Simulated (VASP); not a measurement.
# C (P-1) in VASP: single point with r2SCAN

Aim: the single point of C with r2SCAN.

All numbers are computed with VASP 6.6.1; they aren't measurements. Logs are shortened: lines on timing, memory, paths and dates and some standing lists are left out, and cuts for length are marked.

**1. The cell of the first run**

The typed cell holds 12 atoms: a = 2.518 Å, b = 2.518 Å, c = 12.336 Å, α = 89.42°, β = 88.83°, γ = 60.00°.

**2. Single point, r2SCAN (the part above a cut slid along it)**

Input file POSCAR:

```
C
1.0
    1.7801417073     -1.7801417073      0.0000000000
    1.7801417073      0.0000000000     -1.7801417073
    7.2985810000      6.9425526586      7.1205668293
C
12
Direct
    0.6395800000      0.6666666667      0.2708666667
   -0.0104200000      0.0000000000      0.1042000000
    0.2895800000      0.3333333333      0.4375333333
    0.5895800000      0.6666666667      0.7708666667
    0.9395800000      1.0000000000      0.6042000000
    0.2395800000      0.3333333333      0.9375333333
    0.6270800000      0.6666666667      0.3958666667
    0.9770800000      1.0000000000      0.2292000000
    0.2770800000      0.3333333333      0.5625333333
    0.5770800000      0.6666666667      0.8958666667
   -0.0729200000      0.0000000000      0.7292000000
    0.3270800000      0.3333333333      0.0625333333
```

Input file INCAR.step1:

```
SYSTEM = C
ALGO = Normal ; EDIFF = 1E-4
ENCUT = 520 ; GGA = PE
ISMEAR = 0 ; LASPH = .TRUE.
LCHARG = .FALSE. ; LREAL = .FALSE.
LWAVE = .TRUE. ; NBANDS = 36
NELM = 100 ; PREC = Accurate
SIGMA = 0.05
```

Input file INCAR.step2:

```
SYSTEM = C
ALGO = Normal ; EDIFF = 1E-6
ENCUT = 520 ; ISIF = 2
ISMEAR = 0 ; ISTART = 1
LASPH = .TRUE. ; LCHARG = .TRUE.
LELF = .TRUE. ; LMIXTAU = .TRUE.
LREAL = .FALSE. ; LVHAR = .TRUE.
LWAVE = .FALSE. ; METAGGA = R2SCAN
NBANDS = 36 ; NELM = 100
PREC = Accurate ; SIGMA = 0.05
```

Input file KPOINTS:

```
k-points
0
G
  10 10 2
  0 0 0
```

Potentials or basis: VASP PAW PBE potentials, release 64 (C).

Started as:

```sh
$ cat potpaw_PBE.64/C/POTCAR > POTCAR
$ cp INCAR.step1 INCAR
$ mpirun -np 1 vasp_std > vasp.out
$ cp INCAR.step2 INCAR
$ mpirun -np 1 vasp_std > vasp.out
```

OUTCAR:

```text
SYSTEM = C
   EDIFF = 1E-6
   ENCUT = 520
   ISIF = 2
   ISMEAR = 0
   ISTART = 1
   LASPH = .TRUE.
   LREAL = .FALSE.
   METAGGA = R2SCAN
   NELM = 100
   PREC = Accurate

 ion  position               nearest neighbor table
   1  0.640  0.667  0.271-   7 1.54   8 1.54   8 1.54   8 1.54
   2  0.990  0.000  0.104-   8 1.54  12 1.54  12 1.54  12 1.54
   3  0.290  0.333  0.438-   7 1.54   7 1.54   7 1.54   9 1.54
   4  0.590  0.667  0.771-  10 1.54  11 1.54  11 1.54  11 1.54
   5  0.940  0.000  0.604-  11 1.54   9 1.54   9 1.54   9 1.54
   6  0.240  0.333  0.938-  10 1.54  10 1.54  10 1.54  12 1.56
   7  0.627  0.667  0.396-   3 1.54   3 1.54   3 1.54   1 1.54
   8  0.977  0.000  0.229-   2 1.54   1 1.54   1 1.54   1 1.54
   9  0.277  0.333  0.563-   3 1.54   5 1.54   5 1.54   5 1.54
  10  0.577  0.667  0.896-   6 1.54   6 1.54   6 1.54   4 1.54
  11  0.927  0.000  0.729-   5 1.54   4 1.54   4 1.54   4 1.54
  12  0.327  0.333  0.063-   2 1.54   2 1.54   2 1.54   6 1.56

  LATTYP: Found a base centered monoclinic cell.
 ALAT       =     2.5175005454
 B/A-ratio  =     1.7320508076
 C/A-ratio  =     4.9000000001
 COS(beta)  =    -0.0204081633

  Lattice vectors:

 A1 = (   0.0000000000,   1.7801417073,  -1.7801417073)
 A2 = (  -1.7801417073,   0.0000000000,   1.7801417073)
 A3 = (   7.2985810000,   6.9425526586,   7.1205668293)

Analysis of symmetry for initial positions (statically):
=====================================================================
 Subroutine PRICEL returns:
 Original cell was already a primitive cell.

 Routine SETGRP: Setting up the symmetry group for a
 base centered monoclinic supercell.

 Subroutine GETGRP returns: Found  2 space group operations
 (whereof  1 operations were pure point group operations)
 out of a pool of  4 trial point group operations.

The static configuration has the point symmetry C_1 .
 The point group associated with its full space group is S_2 .

Analysis of symmetry for dynamics (positions and initial velocities):
=====================================================================
 Subroutine PRICEL returns:
 Original cell was already a primitive cell.

 Routine SETGRP: Setting up the symmetry group for a
 base centered monoclinic supercell.

 Subroutine GETGRP returns: Found  2 space group operations
 (whereof  1 operations were pure point group operations)
 out of a pool of  4 trial point group operations.

The dynamic configuration has the point symmetry C_1 .
 The point group associated with its full space group is S_2 .

 Subroutine INISYM returns: Found  2 space group operations
 (whereof  1 operations are pure point group operations),
 and found     1 'primitive' translations

----------------------------------------------------------------------------------------

                                     Primitive cell

  volume of cell :      67.6932

  direct lattice vectors                    reciprocal lattice vectors
     1.780141707 -1.780141707  0.000000000     0.182569735 -0.379183296  0.182569735
     1.780141707  0.000000000 -1.780141707     0.187251010  0.187251010 -0.374502021
     7.298581000  6.942552659  7.120566829     0.046812753  0.046812753  0.046812753

  length of vectors
     2.517500545  2.517500545 12.335752673     0.458741091  0.458669429  0.081082066

  position of ions in fractional coordinates (direct lattice)
     0.639580000  0.666666667  0.270866667
     0.989580000  0.000000000  0.104200000
     0.289580000  0.333333333  0.437533333
     0.589580000  0.666666667  0.770866667
     0.939580000  0.000000000  0.604200000
     0.239580000  0.333333333  0.937533333
     0.627080000  0.666666667  0.395866667
     0.977080000  0.000000000  0.229200000
     0.277080000  0.333333333  0.562533333
     0.577080000  0.666666667  0.895866667
     0.927080000  0.000000000  0.729200000
     0.327080000  0.333333333  0.062533333

  ion indices of the primitive-cell ions
   primitive index   ion index
                 1           1
                 2           2
                 3           3
                 4           4
                 5           5
                 6           6
                 7           7
                 8           8
                 9           9
                10          10
                11          11
                12          12

----------------------------------------------------------------------------------------

 KPOINTS: k-points

Automatic generation of k-mesh.
 Grid dimensions read from file:
 generate k-points for:   10   10    2

 Generating k-lattice:

  Cartesian coordinates                     Fractional coordinates (reciprocal lattice)
     0.018256974 -0.037918330  0.018256974     0.100000000  0.000000000 -0.000000000
     0.018725101  0.018725101 -0.037450202     0.000000000  0.100000000  0.000000000
     0.023406376  0.023406376  0.023406376     0.000000000  0.000000000  0.500000000

  Length of vectors
     0.045874109  0.045866943  0.040541033

  Shift w.r.t. Gamma in fractional coordinates (k-lattice)
     0.000000000  0.000000000  0.000000000

 Subroutine IBZKPT returns following result:
 ===========================================

 Found    104 irreducible k-points:

 Following reciprocal coordinates:
            Coordinates               Weight
  0.000000  0.000000  0.000000      1.000000
  0.100000  0.000000  0.000000      2.000000
 -0.100000 -0.100000  0.000000      2.000000
  0.200000  0.000000  0.000000      2.000000
 -0.200000 -0.200000  0.000000      2.000000
  0.300000  0.000000  0.000000      2.000000
[... 16 lines left out ...]
  0.300000  0.400000  0.000000      2.000000
 -0.200000  0.100000  0.000000      2.000000
 [... further k-points ...]
   k-points           NKPTS =    104   k-points in BZ     NKDIM =    104   number of bands    NBANDS=     36
   number of dos      NEDOS =    301   number of ions     NIONS =     12
   total plane-waves  NPLWV =  38400
   dimension x,y,z NGX =    20 NGY =   20 NGZ =   96
   dimension x,y,z NGXF=    40 NGYF=   40 NGZF=  192
   ions per type =              12
   NGX,Y,Z   is equivalent  to a cutoff of  13.21, 13.21, 12.94 a.u.
   NGXF,Y,Z  is equivalent  to a cutoff of  26.41, 26.41, 25.88 a.u.
 SYSTEM =  C
   PREC   = accura    normal or accurate (medium, high low for compatibility)
   ISTART =      1    job   : 0-new  1-cont  2-samecut
   ICHARG =      0    charge: 1-file 2-atom 10-const
   ISPIN  =      1    spin polarized calculation?
   LNONCOLLINEAR =      F non collinear calculations
   LSORBIT =      F    spin-orbit coupling
   LASPH  =      T    aspherical Exc in radial PAW
   ENCUT  =  520.0 eV  38.22 Ry    6.18 a.u.   4.68  4.68 22.94*2*pi/ulx,y,z
   NELM   =    100;   NELMIN=  2; NELMDL=  0     # of ELM steps
   EDIFF  = 0.1E-05   stopping-criterion for ELM
   LREAL  =      F    real-space projection
[... 7 lines left out ...]
   TEBEG  =    0.0;   TEEND  =   0.0 temperature during run
   PSTRESS=    0.0 pullay stress
   NELECT =      48.0000    total number of electrons
   NUPDOWN=      -1.0000    fix difference up-down
   EMIN   =  10.00;   EMAX   =-10.00  energy-range for DOS
   EFERMI =   0.00;   METHOD = LEGACY
   ISMEAR =     0;   SIGMA  =   0.05  broadening in eV -4-tet -1-fermi 0-gaus
   EFERMI_NEDOS =   21; number of points for ismear=-14 and -15
   IALGO  =     38    algorithm
   IMIX   =      4    mixing-type and parameters
     AMIX     =   0.40;   BMIX     =  1.00
     AMIX_MAG =   1.60;   BMIX_MAG =  1.00
  volume/ion in A,a.u.               =       5.64        38.07
  Fermi-wavevector in a.u.,A,eV,Ry     =   1.459846  2.758708 28.996044  2.131149
  Thomas-Fermi vector in A             =   2.576365
   LORBIT       =      0    0 simple, 1 ext, 2 COOP (PROOUT), +10 PAW based schemes
   METAGGA = R2SCAN    functional components
   LHFCALC =     F    Hartree Fock is set to
   AEXX    =    0.0000 exact exchange contribution
   IVDW    =     0    specifies the selected vdW correction
   LEPSILON=     F    determine dielectric tensor
   LRPA    =     F    only Hartree local field effects (RPA)
 non-spin polarized calculation
 Gauss-broadening in eV      SIGMA  =   0.05
  energy-cutoff  :      520.00
  volume of cell :       67.69
 maximum number of plane-waves:      1847
   NGX =  9   NGY =  9   NGZ = 45

 number of electron      47.9999996 magnetization

 Free energy of the ion-electron system (eV)
  ---------------------------------------------------
  ext. energy  EPLUGINS =         0.00000000
  ---------------------------------------------------
  free energy    TOTEN  =      -117.66898882 eV

  energy without entropy =     -117.66898882  energy(sigma->0) =     -117.66898882

 E-fermi :  10.2994     XC(G=0): -14.2904

 val. band max:       10.0258716322   @ k =   0.0000   0.0000   0.0000
 cond. band min:      13.8546000358   @ k =   0.4000   0.0000   0.5000
 fundamental gap:      3.8287284036
 Fermi energy:        10.2994136728

 k-point     1 :       0.0000    0.0000    0.0000
  band No.  band energies     occupation
      1     -12.9755      2.00000
      2     -12.1717      2.00000
      3     -12.1704      2.00000
      4      -9.8230      2.00000
      5      -9.8117      2.00000
      6      -7.0005      2.00000
[... 28 lines left out ...]
     35      18.4643      0.00000
     36      18.5404      0.00000

 k-point     2 :       0.1000    0.0000    0.0000
  band No.  band energies     occupation
      1     -12.7174      2.00000
      2     -11.9315      2.00000
      3     -11.8984      2.00000
      4      -9.6009      2.00000
      5      -9.5365      2.00000
      6      -6.7707      2.00000
[... 28 lines left out ...]
     35      18.6815      0.00000
     36      18.8180      0.00000
[... 817 lines left out ...]
     35      19.9844      0.00000
     36      20.0703      0.00000

 k-point    24 :      -0.2000    0.1000    0.0000
  band No.  band energies     occupation
      1     -11.1857      2.00000
      2     -10.4319      2.00000
      3     -10.3615      2.00000
      4      -8.1736      2.00000
      5      -8.0323      2.00000
      6      -5.4148      2.00000
[... 28 lines left out ...]
     35      19.9958      0.00000
     36      20.5813      0.00000

 [... further k-points ...]

------------------------ aborting loop because EDIFF is reached ----------------------------------------

  FORCE on cell =-STRESS in cart. coord.  units (eV):
  Direction    XX          YY          ZZ          XY          YZ          ZX
  --------------------------------------------------------------------------------------
  -------------------------------------------------------------------------------------
  Total       -3.1775674      3.7202197      0.8764072      0.2295375      2.0845131     -1.8141128
  in kB      -75.2073666     88.0509819     20.7429993      5.4327436     49.3367156    -42.9368213
  external PRESSURE =      11.1955382 kB  Pullay stress =       0.0000000 kB

 VOLUME and BASIS-vectors are now :
 -----------------------------------------------------------------------------
  energy-cutoff  :      520.00
  volume of cell :       67.69
      direct lattice vectors                 reciprocal lattice vectors
     1.780141707 -1.780141707  0.000000000     0.182569735 -0.379183296  0.182569735
     1.780141707  0.000000000 -1.780141707     0.187251010  0.187251010 -0.374502021
     7.298581000  6.942552659  7.120566829     0.046812753  0.046812753  0.046812753

 POSITION                                       TOTAL-FORCE (eV/Angst)
 -----------------------------------------------------------------------------------
      4.30225      0.74196      0.74196         0.003913     -0.006091      0.000410
      2.52210     -1.03818      0.74196         0.029172     -0.013659      0.090225
      4.30225      2.52210      2.52210         0.002019     -0.002465     -0.000250
      7.86253      4.30225      4.30225         0.145888     -0.168831     -0.024827
      6.08239      2.52210      4.30225         0.015071     -0.016491     -0.001677
      7.86253      6.08239      6.08239         1.375620     -1.393543      0.000496
      5.19232      1.63203      1.63203        -0.015071      0.016491      0.001677
      3.41218     -0.14811      1.63203        -0.145888      0.168831      0.024827
      5.19232      3.41218      3.41218        -0.002019      0.002465      0.000250
      8.75260      5.19232      5.19232        -0.029172      0.013659     -0.090225
      6.97246      3.41218      5.19232        -0.003913      0.006091     -0.000410
      1.63203     -0.14811     -0.14811        -1.375620      1.393543     -0.000496
 -----------------------------------------------------------------------------------
    total drift:                               -0.000002      0.000009     -0.000000

  FREE ENERGIE OF THE ION-ELECTRON SYSTEM (eV)
  ---------------------------------------------------
  free  energy   TOTEN  =      -117.6689888189 eV

  energy  without entropy=     -117.6689888189  energy(sigma->0) =     -117.66898882
```

Run time: 21 min. Hardware: 1 thread of Intel Xeon 8259CL, shared host; peak memory 0.3 GiB.

Results:

```yaml
Free_energy: -117.6690 eV
Pressure: 1.1 GPa
Largest_force: 1.958 eV/Å
Band_gap_on_the_k_mesh: 3.83 eV
```

Forces in eV/Å, atoms in the order of the input:
```
C    0.004 -0.006  0.000
C    0.029 -0.014  0.090
C    0.002 -0.002  0.000
C    0.146 -0.169 -0.025
C    0.015 -0.016 -0.002
C    1.376 -1.394  0.000
C   -0.015  0.016  0.002
C   -0.146  0.169  0.025
C   -0.002  0.002  0.000
C   -0.029  0.014 -0.090
C   -0.004  0.006  0.000
C   -1.376  1.394  0.000
```

Stress tensor (GPa, compression positive):
```
-7.52  0.54 -4.29
 0.54  8.81  4.93
-4.29  4.93  2.07
```

Caveat: the cell differs from its parent crystal (the part above a cut slid along it); the stress differs along the axes, from -8 to 9 GPa; the PAW data sets were made with another functional, which shifts forces and pressure a little.
